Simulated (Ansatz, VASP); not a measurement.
**Au in VASP and in Ansatz**

File INCAR:

```
SYSTEM = Au
PREC = Accurate
ENCUT = 520
EDIFF = 1E-6
ISMEAR = 0
SIGMA = 0.15
LREAL = .False.
LASPH = .True.
NELM = 80
ALGO = Fast
ISIF = 2
LWAVE = .False.
LCHARG = .False.
GGA = PS
NBANDS = 18
```

File KPOINTS:

```
regular mesh
0
Gamma
  16 16 12
  0 0 0
```

POSCAR

```
Au
1.0
    0.0000000000     -2.0455000000     -2.0455000000
    0.0000000000      2.0455000000     -2.0455000000
    4.0910000000      0.0000000000      0.0000000000
Au
2
Direct
    0.5000000000      0.5000000000      0.5427768272
    0.0000000000      0.0000000000     -0.0427768272
```

Input for Ansatz:

```yaml
crystal:
  lattice:
    - [0.0, -2.0455, -2.0455]
    - [0.0, 2.0455, -2.0455]
    - [4.091, 0.0, 0.0]
  atoms:
    - { symbol: Au, position: [0.5, 0.5, 0.5427768272] }
    - { symbol: Au, position: [0.0, 0.0, -0.0427768272] }
basis:
  ecutwfc: 420
kpoints:
  mp_grid: { grid: [16, 16, 12] }
hamiltonian:
  xc: pbesol
scf:
  occupations: { method: gaussian, width: 0.15 }
output:
  forces: true
  stress: true
  eigenvalues: true
```

Change from the starting cell: mode 6 (146.6 1/cm) frozen in, largest displacement +0.175 Å.

Alike in both runs: task single point; functional PBEsol; k mesh 16 × 16 × 12; occupations gaussian, width 0.15 eV; no spin polarisation.

|  | VASP | Ansatz |
| --- | --- | --- |
| version | VASP 6.6.1 | Ansatz 0.2.0 |
| potentials or method | VASP PAW PBE potentials, release 64 (Au), cutoff 520 eV | scalar-relativistic, plane waves, PAW |
| valence electrons in the cell | 22 | 38 |

|  | VASP | Ansatz | Ansatz less VASP |
| --- | --- | --- | --- |
| gap on the k mesh at the Fermi level (eV) | none | none | - |
| pressure (GPa) | 10.8 | 11.0 | +0.27 |
| traceless stress, the component that is largest in VASP (GPa) | -1.26 | -1.26 | -0.003 |
| rms of the force components (eV/Å) | 1.751 | 1.758 | +0.0075 |

VASP's potentials were made for PBE, not for PBEsol. Atom by atom the forces differ by 0.008 eV/Å (rms over components). A gap of «none» marks a metal or a gap that the smearing closes. The functional is the same, so the differences come from potentials, cutoffs and numerics. VASP's potentials hold 22 valence electrons a cell and Ansatz's 38, so a difference there can come from the potentials and not from the codes.

Neither program's run includes spin-orbit coupling.
